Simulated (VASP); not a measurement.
# LiCl (C2/m) in VASP: relaxation of cell and atoms with PBEsol

Aim: the relaxation of cell and atoms of LiCl with PBEsol.

Program: VASP 6.6.1. These are calculated values, not measurements. Logs are shortened: lines on timing, memory, paths and dates and some standing lists are left out, and cuts for length are marked.

## (1) The cell of the first run

Symmetry: C2/m, No. 12, monoclinic system. Conventional cell: a = 9.691 Å, b = 3.418 Å, c = 4.219 Å, α = 90.00°, β = 109.86°, γ = 90.00°. Within 2.9 Å of Li (site symmetry m) lie 3 Cl at 2.23 to 2.24 Å and 1 Li at 2.33 Å. Within 3.1 Å of Cl (site symmetry m) lie 3 Li at 2.23 to 2.24 Å and 3 Cl at 2.96 to 3.10 Å.

## (2) Relaxation of cell and atoms, PBEsol

INCAR

```
PREC = Accurate
ENCUT = 600
EDIFF = 1E-6
ISMEAR = -1
SIGMA = 0.03
LREAL = False
LASPH = True
NELM = 100
ALGO = Normal
ISIF = 3
LWAVE = False
LCHARG = False
GGA = PS
IBRION = 2
NSW = 100
EDIFFG = -0.01
```

KPOINTS

```
Automatic mesh
0
Gamma
  6 6 6
```

POSCAR

```
LiCl
1.0
    4.8455906100     -1.7087738300      0.0000000000
    4.8455906100      1.7087738300      0.0000000000
   -1.4331477300      0.0000000000      3.9681495700
Li Cl
2 2
Direct
    0.1117967500      0.1117967500      0.9531586400
    0.8882032500      0.8882032500      0.0468413600
    0.3390724100      0.3390724100      0.3310443800
    0.6609275900      0.6609275900      0.6689556200
```

Potentials or basis: VASP PAW PBE potentials, release 64 (Li_sv, Cl).

Run with:

```console
> cat potpaw_PBE.64/Li_sv/POTCAR potpaw_PBE.64/Cl/POTCAR > POTCAR
> mpirun -np 1 vasp_std > vasp.out
```

OUTCAR:

```text
PREC = Accurate
   ENCUT = 600
   EDIFF = 1E-6
   ISMEAR = -1
   LREAL = False
   LASPH = True
   NELM = 100
   ISIF = 3
   GGA = PS
   IBRION = 2
   NSW = 100
   EDIFFG = -0.01

 ion  position               nearest neighbor table
   1  0.112  0.112  0.953-   4 2.23   4 2.23   3 2.24   2 2.33
   2  0.888  0.888  0.047-   3 2.23   3 2.23   4 2.24   1 2.33
   3  0.339  0.339  0.331-   2 2.23   2 2.23   1 2.24
   4  0.661  0.661  0.669-   1 2.23   1 2.23   2 2.24

  LATTYP: Found a base centered monoclinic cell.
 ALAT       =     9.6911812200
 B/A-ratio  =     0.3526451092
 C/A-ratio  =     0.4353462342
 COS(beta)  =    -0.3396874120

  Lattice vectors:

 A1 = (   4.8455906100,  -1.7087738300,   0.0000000000)
 A2 = (   4.8455906100,   1.7087738300,   0.0000000000)
 A3 = (  -1.4331477300,   0.0000000000,   3.9681495700)

Analysis of symmetry for initial positions (statically):
=====================================================================
 Subroutine PRICEL returns:
 Original cell was already a primitive cell.

 Routine SETGRP: Setting up the symmetry group for a
 base centered monoclinic supercell.

 Subroutine GETGRP returns: Found  4 space group operations
 (whereof  4 operations were pure point group operations)
 out of a pool of  4 trial point group operations.

The static configuration has the point symmetry C_2h.

Analysis of symmetry for dynamics (positions and initial velocities):
=====================================================================
 Subroutine PRICEL returns:
 Original cell was already a primitive cell.

 Routine SETGRP: Setting up the symmetry group for a
 base centered monoclinic supercell.

 Subroutine GETGRP returns: Found  4 space group operations
 (whereof  4 operations were pure point group operations)
 out of a pool of  4 trial point group operations.

The dynamic configuration has the point symmetry C_2h.

 Subroutine INISYM returns: Found  4 space group operations
 (whereof  4 operations are pure point group operations),
 and found     1 'primitive' translations

----------------------------------------------------------------------------------------

                                     Primitive cell

  volume of cell :      65.7127

  direct lattice vectors                    reciprocal lattice vectors
     4.845590610 -1.708773830  0.000000000     0.103186596 -0.292607477  0.037267153
     4.845590610  1.708773830  0.000000000     0.103186596  0.292607477  0.037267153
    -1.433147730  0.000000000  3.968149570     0.000000000  0.000000000  0.252006630

  length of vectors
     5.138059591  5.138059591  4.219019249     0.312498720  0.312498720  0.252006630

  position of ions in fractional coordinates (direct lattice)
     0.111796750  0.111796750  0.953158640
     0.888203250  0.888203250  0.046841360
     0.339072410  0.339072410  0.331044380
     0.660927590  0.660927590  0.668955620

  ion indices of the primitive-cell ions
   primitive index   ion index
                 1           1
                 2           2
                 3           3
                 4           4

----------------------------------------------------------------------------------------

 KPOINTS: Automatic mesh

Automatic generation of k-mesh.
 Grid dimensions read from file:
 generate k-points for:    6    6    6

 Generating k-lattice:

  Cartesian coordinates                     Fractional coordinates (reciprocal lattice)
     0.017197766 -0.048767913  0.006211192     0.166666667  0.000000000  0.000000000
     0.017197766  0.048767913  0.006211192     0.000000000  0.166666667  0.000000000
     0.000000000  0.000000000  0.042001105     0.000000000  0.000000000  0.166666667

  Length of vectors
     0.052083120  0.052083120  0.042001105

  Shift w.r.t. Gamma in fractional coordinates (k-lattice)
     0.000000000  0.000000000  0.000000000

 Subroutine IBZKPT returns following result:
 ===========================================

 Found     68 irreducible k-points:

 Following reciprocal coordinates:
            Coordinates               Weight
  0.000000  0.000000  0.000000      1.000000
  0.166667  0.000000  0.000000      4.000000
  0.333333  0.000000  0.000000      4.000000
  0.500000 -0.000000  0.000000      2.000000
  0.166667  0.166667  0.000000      2.000000
  0.333333  0.166667  0.000000      4.000000
[... 16 lines left out ...]
 -0.333333  0.166667  0.166667      4.000000
 -0.166667  0.166667  0.166667      4.000000
 [... further k-points ...]
   k-points           NKPTS =     68   k-points in BZ     NKDIM =     68   number of bands    NBANDS=     14
   number of dos      NEDOS =    301   number of ions     NIONS =      4
   total plane-waves  NPLWV =  63504
   dimension x,y,z NGX =    42 NGY =   42 NGZ =   36
   dimension x,y,z NGXF=    84 NGYF=   84 NGZF=   72
   ions per type =               2   2
   NGX,Y,Z   is equivalent  to a cutoff of  13.59, 13.59, 14.19 a.u.
   NGXF,Y,Z  is equivalent  to a cutoff of  27.18, 27.18, 28.37 a.u.
 SYSTEM =  unknown system
   PREC   = accura    normal or accurate (medium, high low for compatibility)
   ISTART =      0    job   : 0-new  1-cont  2-samecut
   ICHARG =      2    charge: 1-file 2-atom 10-const
   ISPIN  =      1    spin polarized calculation?
   LNONCOLLINEAR =      F non collinear calculations
   LSORBIT =      F    spin-orbit coupling
   LASPH  =      T    aspherical Exc in radial PAW
   ENCUT  =  600.0 eV  44.10 Ry    6.64 a.u.  10.26 10.26  8.43*2*pi/ulx,y,z
   NELM   =    100;   NELMIN=  2; NELMDL= -5     # of ELM steps
   EDIFF  = 0.1E-05   stopping-criterion for ELM
   LREAL  =      F    real-space projection
   EDIFFG = -.1E-01   stopping-criterion for IOM
   NSW    =    100    number of steps for IOM
   IBRION =      2    ionic relax: 0-MD 1-quasi-New 2-CG
   NFREE  =      1    steps in history (QN), initial steepest desc. (CG)
   ISIF   =      3    stress and relaxation
   ISYM   =      2    0-nonsym 1-usesym 2-fastsym
   POTIM  = 0.5000    time-step for ionic-motion
   TEBEG  =    0.0;   TEEND  =   0.0 temperature during run
   PSTRESS=    0.0 pullay stress
   NELECT =      20.0000    total number of electrons
   NUPDOWN=      -1.0000    fix difference up-down
   EMIN   =  10.00;   EMAX   =-10.00  energy-range for DOS
   EFERMI =   0.00;   METHOD = LEGACY
   ISMEAR =    -1;   SIGMA  =   0.03  broadening in eV -4-tet -1-fermi 0-gaus
   EFERMI_NEDOS =   21; number of points for ismear=-14 and -15
   IALGO  =     38    algorithm
   IMIX   =      4    mixing-type and parameters
     AMIX     =   0.40;   BMIX     =  1.00
     AMIX_MAG =   1.60;   BMIX_MAG =  1.00
  volume/ion in A,a.u.               =      16.43       110.86
  Fermi-wavevector in a.u.,A,eV,Ry     =   1.101206  2.080977 16.499154  1.212654
  Thomas-Fermi vector in A             =   2.237629
   LORBIT       =      0    0 simple, 1 ext, 2 COOP (PROOUT), +10 PAW based schemes
   GGA     = PS    functional components
   LHFCALC =     F    Hartree Fock is set to
   AEXX    =    0.0000 exact exchange contribution
   IVDW    =     0    specifies the selected vdW correction
   LEPSILON=     F    determine dielectric tensor
   LRPA    =     F    only Hartree local field effects (RPA)
 conjugate gradient relaxation of ions
 non-spin polarized calculation
  energy-cutoff  :      600.00
  volume of cell :       65.71
 maximum number of plane-waves:      2209
 NGX is ok and might be reduce to    42
   NGX = 21   NGY = 21   NGZ = 17

--------------------------------------- Ionic step        1  -------------------------------------------

 number of electron      20.0000001 magnetization

 Free energy of the ion-electron system (eV)
  ---------------------------------------------------
  ext. energy  EPLUGINS =         0.00000000
  ---------------------------------------------------
  free energy    TOTEN  =       -13.08823365 eV

  energy without entropy =      -13.08823365  energy(sigma->0) =      -13.08823365

 E-fermi :   2.5865     XC(G=0):  -8.8644

 val. band max:        1.7934651671   @ k =   0.3333   0.3333   0.5000
 cond. band min:       4.8441772615   @ k =   0.0000   0.0000   0.0000
 fundamental gap:      3.0507120944
 Fermi energy:         2.5864634358

 k-point     1 :       0.0000    0.0000    0.0000
  band No.  band energies     occupation
      1     -42.4040      2.00000
      2     -42.3471      2.00000
      3     -12.6939      2.00000
      4     -11.0875      2.00000
      5      -1.8966      2.00000
      6      -0.8406      2.00000
      7       0.3314      2.00000
      8       0.7289      2.00000
      9       1.0624      2.00000
     10       1.2504      2.00000
     11       4.8442      0.00000
     12       8.4397      0.00000
     13      10.3268      0.00000
     14      10.4451      0.00000
[... 377 lines left out ...]
      1     -42.4000      2.00000
      2     -42.3474      2.00000
      3     -12.1826      2.00000
      4     -11.2261      2.00000
      5      -1.6190      2.00000
      6      -1.3309      2.00000
      7      -0.5305      2.00000
      8      -0.2446      2.00000
      9       0.3960      2.00000
     10       1.3891      2.00000
     11       5.9536      0.00000
     12       7.9456      0.00000
     13       9.2751      0.00000
     14      10.5285      0.00000

 [... further k-points ...]
[... 5 lines left out ...]
  --------------------------------------------------------------------------------------
  -------------------------------------------------------------------------------------
  Total        5.5767572      3.3341391      1.4389947      0.0000000      0.0000000      0.8306545
  in kB      135.9699648     81.2914665     35.0849172      0.0000000      0.0000000     20.2526425
  external PRESSURE =      84.1154495 kB  Pullay stress =       0.0000000 kB
[... 95 lines left out ...]
  FREE ENERGIE OF THE ION-ELECTRON SYSTEM (eV)
  ---------------------------------------------------
  free  energy   TOTEN  =       -13.8681028002 eV

  energy  without entropy=      -13.8681028002  energy(sigma->0) =      -13.86810280

 E-fermi :  -0.2524     XC(G=0):  -7.6693

 val. band max:       -0.8577491304   @ k =   0.0000   0.0000   0.0000
 cond. band min:       4.3660028377   @ k =   0.0000   0.0000   0.0000
 fundamental gap:      5.2237519681
 Fermi energy:        -0.2524199469

 k-point     1 :       0.0000    0.0000    0.0000
  band No.  band energies     occupation
      1     -43.8024      2.00000
      2     -43.7818      2.00000
      3     -14.0089      2.00000
      4     -13.5230      2.00000
      5      -3.3332      2.00000
      6      -2.2093      2.00000
      7      -1.5867      2.00000
      8      -1.3937      2.00000
      9      -1.1284      2.00000
     10      -0.8577      2.00000
     11       4.3660      0.00000
     12       6.8882      0.00000
     13       7.4981      0.00000
     14       8.6734      0.00000
[... 377 lines left out ...]
      1     -43.7964      2.00000
      2     -43.7857      2.00000
      3     -13.7887      2.00000
      4     -13.5190      2.00000
      5      -3.0111      2.00000
      6      -2.9133      2.00000
      7      -2.3130      2.00000
      8      -1.7422      2.00000
      9      -1.5260      2.00000
     10      -1.0368      2.00000
     11       5.9202      0.00000
     12       6.9511      0.00000
     13       7.7157      0.00000
     14       8.9384      0.00000

 [... further k-points ...]

[... ionic steps 4 to 30 ...]

--------------------------------------- Ionic step       31  -------------------------------------------

 number of electron      20.0000016 magnetization

------------------------ aborting loop because EDIFF is reached ----------------------------------------
[... 71 lines left out ...]
--------------------------------------- Ionic step       33  -------------------------------------------

 number of electron      20.0000012 magnetization

 Free energy of the ion-electron system (eV)
  ---------------------------------------------------
  ext. energy  EPLUGINS =         0.00000000
  ---------------------------------------------------
  free energy    TOTEN  =       -14.97867521 eV

  energy without entropy =      -14.97867521  energy(sigma->0) =      -14.97867521

 E-fermi :   1.1841     XC(G=0):  -8.6262

 val. band max:        0.4294492480   @ k =   0.0000   0.0000   0.0000
 cond. band min:       6.1641544717   @ k =   0.0000   0.0000   0.0000
 fundamental gap:      5.7347052237
 Fermi energy:         1.1841054488

 k-point     1 :       0.0000    0.0000    0.0000
  band No.  band energies     occupation
      1     -42.5485      2.00000
      2     -42.5422      2.00000
      3     -13.1232      2.00000
      4     -12.4725      2.00000
      5      -2.6129      2.00000
      6      -0.6598      2.00000
      7      -0.3762      2.00000
      8       0.0232      2.00000
      9       0.0978      2.00000
     10       0.4294      2.00000
     11       6.1642      0.00000
     12       8.5535      0.00000
     13       9.3507      0.00000
     14      10.2320      0.00000
[... 377 lines left out ...]
      1     -42.5447      2.00000
      2     -42.5414      2.00000
      3     -12.7117      2.00000
      4     -12.3577      2.00000
      5      -2.0490      2.00000
      6      -1.9466      2.00000
      7      -1.3426      2.00000
      8      -0.6487      2.00000
      9      -0.5068      2.00000
     10       0.2430      2.00000
     11       7.5018      0.00000
     12       8.6737      0.00000
     13       9.3719      0.00000
     14      10.1150      0.00000

 [... further k-points ...]
[... 5 lines left out ...]
  --------------------------------------------------------------------------------------
  -------------------------------------------------------------------------------------
  Total        0.0278997      0.0151911      0.0181773      0.0000000      0.0000000      0.0038294
  in kB        0.6378228      0.3472873      0.4155567      0.0000000      0.0000000      0.0875441
  external PRESSURE =       0.4668889 kB  Pullay stress =       0.0000000 kB
[... 19 lines left out ...]
  FREE ENERGIE OF THE ION-ELECTRON SYSTEM (eV)
  ---------------------------------------------------
  free  energy   TOTEN  =       -14.9786752145 eV

  energy  without entropy=      -14.9786752145  energy(sigma->0) =      -14.97867521

 reached required accuracy - stopping structural energy minimisation
```

Run time: 20 min. Hardware: 1 thread of AMD EPYC 9R45 (Zen 5), shared host; peak memory 0.25 GiB.

What came out:

```yaml
Free_energy: -14.9787 eV
Relaxed_volume: 17.52 Å³/atom
Relaxed_cell: a = 6.808 Å, b = 6.808 Å, c = 3.509 Å, α = 117.78°, β = 117.78°, γ = 29.46°
Space_group_after_relaxing_to_0.1_Å: C2/m (No. 12)
Energy_gained_by_relaxing: 472.6 meV/atom
Ionic_steps: 33
Pressure_after_relaxing: 0.0 GPa
Largest_force_after_relaxing: 0.007 eV/Å
Band_gap_on_the_k_mesh: 5.73 eV
```

Forces on the atoms (eV/Å):
```
Li   0.003  0.000 -0.006
Li  -0.003  0.000  0.006
Cl  -0.004  0.000  0.002
Cl   0.004  0.000 -0.002
```

The path:
```
step  energy change (eV)  largest force (eV/Å)  pressure (GPa)  volume (Å³)
   1              0.0000                0.9447            8.41        65.71
   2             -0.4960                0.9977            2.95        74.21
   3             -0.7799                1.0142           -1.07        86.19
   4             -0.8090                1.0095           -2.02        90.92
   5             -1.0438                0.7155           -1.13        90.01
   6             -1.1982                0.5143            0.35        88.59
   7             -1.2119                0.5833            1.05        87.94
   8             -1.3457                0.3741           -0.28        90.59
   9             -1.3900                0.1985           -1.37        93.26
  10             -1.4509                0.2586           -0.69        88.85
  11             -1.4751                0.4566            0.27        84.13
  12             -1.5445                0.4911           -0.27        81.78
  13             -1.5857                0.5763           -0.68        77.58
  14             -1.6450                0.5412           -0.22        75.02
  15             -1.6730                0.4118            1.07        71.50
  16             -1.7553                0.3222            0.71        72.07
  17             -1.8132                0.3085            0.43        72.91
  18             -1.8465                0.1923           -0.47        73.96
  19             -1.8549                0.1234           -1.10        74.80
  20             -1.8762                0.1013           -0.33        72.47
  21             -1.8797                0.0906            0.22        71.05
  22             -1.8866                0.0589            0.11        70.90
  23             -1.8884                0.0398            0.02        70.75
  24             -1.8885                0.0409            0.03        70.77
  25             -1.8893                0.0246           -0.06        70.84
  26             -1.8893                0.0244           -0.07        70.85
  27             -1.8896                0.0112            0.02        70.63
  28             -1.8897                0.0114            0.09        70.45
  29             -1.8899                0.0150            0.02        70.52
  30             -1.8900                0.0181           -0.04        70.58
  31             -1.8901                0.0168           -0.04        70.50
  32             -1.8903                0.0106           -0.02        70.25
  33             -1.8904                0.0066            0.05        70.08
```

Final structure:
```yaml
crystal:
  lattice:
    - [6.58389, -1.73088, 0.10151]
    - [6.58389, 1.73088, 0.10151]
    - [-1.73839, 0.00000, 3.04809]
  atoms:
    - { symbol: Li, position: [0.15464, 0.15464, 0.07228] }
    - { symbol: Li, position: [0.84536, 0.84536, 0.92772] }
    - { symbol: Cl, position: [0.36436, 0.36436, 0.46448] }
    - { symbol: Cl, position: [0.63564, 0.63564, 0.53552] }
```

Levels at points of the mesh, in eV from the valence-band top:
```
           k point  band 8  band 9  band 10  band 11  band 12  band 13
(0.00, 0.00, 0.00)   -0.41   -0.33     0.00     5.73     8.12     8.92
(0.50, 0.00, 0.00)   -0.61   -0.38    -0.20     6.41     7.32     8.15
(0.50, 0.50, 0.00)   -0.91   -0.51    -0.22     6.82     8.04     8.63
(0.00, 0.00, 0.50)   -0.49   -0.24    -0.22     6.24     6.61     8.98
(0.50, 0.00, 0.50)   -2.03   -1.03    -0.72     7.27     7.67     8.68
(0.50, 0.50, 0.50)   -1.29   -0.26    -0.18     7.68     7.91     8.33
```

Caveat: the cutoff is under 1.25 times the usual one of these potentials, so pressure, stress and relaxed cells hold a basis-set (Pulay) error; a cell axis changed by over 15 % at a fixed basis, so the end point is rough; the PAW data sets were made with another functional, which shifts forces and pressure a little.
